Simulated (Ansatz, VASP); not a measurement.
# NbP: VASP beside Ansatz

The input INCAR:

```
SYSTEM = NbP
  ALGO = Normal
  EDIFF = 1E-6
  ENCUT = 520
  GGA = PS
  ISIF = 2
  ISMEAR = -1
  LASPH = .True.
  LCHARG = .False.
  LREAL = .False.
  LWAVE = .False.
  NBANDS = 26
  NELM = 100
  PREC = Accurate
  SIGMA = 0.05
```

File KPOINTS:

```
k-points
0
Gamma
  9 9 9
  0 0 0
```

File POSCAR:

```
NbP
1.0
   -1.6749232544      1.6749232544      5.9697125029
    1.6749232544     -1.6749232544      5.9697125029
    1.6749232544      1.6749232544     -5.9697125029
Nb P
2 2
Direct
    0.2498808000      0.7498808000      0.5000000000
    0.4998808000      0.4998808000      0.0000000000
    0.8327477700      0.3327477700      0.5000000000
    0.0827477700      0.0827477700      0.0000000000
```

input.yaml

```yaml
crystal:
  lattice:
    - [-1.6749232544, 1.6749232544, 5.9697125029]
    - [1.6749232544, -1.6749232544, 5.9697125029]
    - [1.6749232544, 1.6749232544, -5.9697125029]
  atoms:
    - { symbol: Nb, position: [0.2498808, 0.7498808, 0.5] }
    - { symbol: Nb, position: [0.4998808, 0.4998808, 0.0] }
    - { symbol: P, position: [0.83274777, 0.33274777, 0.5] }
    - { symbol: P, position: [0.08274777, 0.08274777, 0.0] }
hamiltonian:
  xc: pbesol
  pseudopotentials: { kind: paw }
kpoints:
  mp_grid: { grid: [9, 9, 9] }
  band_path:
    path:
      - [[0.0, 0.0, 0.0], [-0.5, 0.5, 0.0], [-0.5, 0.5, -0.0393598103], [-0.2696799051, 0.2696799051, -0.2696799051], [0.0, 0.0, 0.0], [0.5, 0.5, -0.5], [0.2696799051, 0.7303200949, -0.7303200949], [0.0, 0.5, -0.5], [-0.25, 0.75, -0.25], [0.0393598103, 0.9606401897, -0.5], [0.5, 0.5, -0.5]]
      - [[-0.5, 0.5, 0.0], [-0.25, 0.75, -0.25]]
    npoints: 14
scf:
  occupations: { method: fermi_dirac, width: 0.05 }
  n_extra_bands: 10
output:
  forces: true
  stress: true
  eigenvalues: true
  fatbands: false
```

Alike in both runs: functional PBEsol; k mesh 9 × 9 × 9; occupations fermi-dirac, width 0.05 eV; no spin polarisation.

|  | VASP | Ansatz |
| --- | --- | --- |
| version | VASP 6.6.1 | Ansatz 0.2.0 |
| potentials or method | VASP PAW PBE potentials, release 64 (Nb_sv, P) | Ansatz PAW |
| plane-wave cutoff (eV) | 520 | 420 |
| valence electrons in the cell | 36 | 36 |
| task | single point | band structure |

```tsv
	VASP	Ansatz	Ansatz less VASP
gap on the k mesh at the Fermi level (eV)	none	none	-
pressure (GPa)	-12.1	-11.9	+0.17
traceless stress, the component that is largest in VASP (GPa)	-3.75	-3.76	-0.003
rms of the force components (eV/Å)	0.105	0.105	+0.0002
```

VASP's potentials were made for PBE, not for PBEsol. Atom by atom the forces differ by 0.000 eV/Å (rms over components). A gap of «none» marks a metal or a gap that the smearing closes.
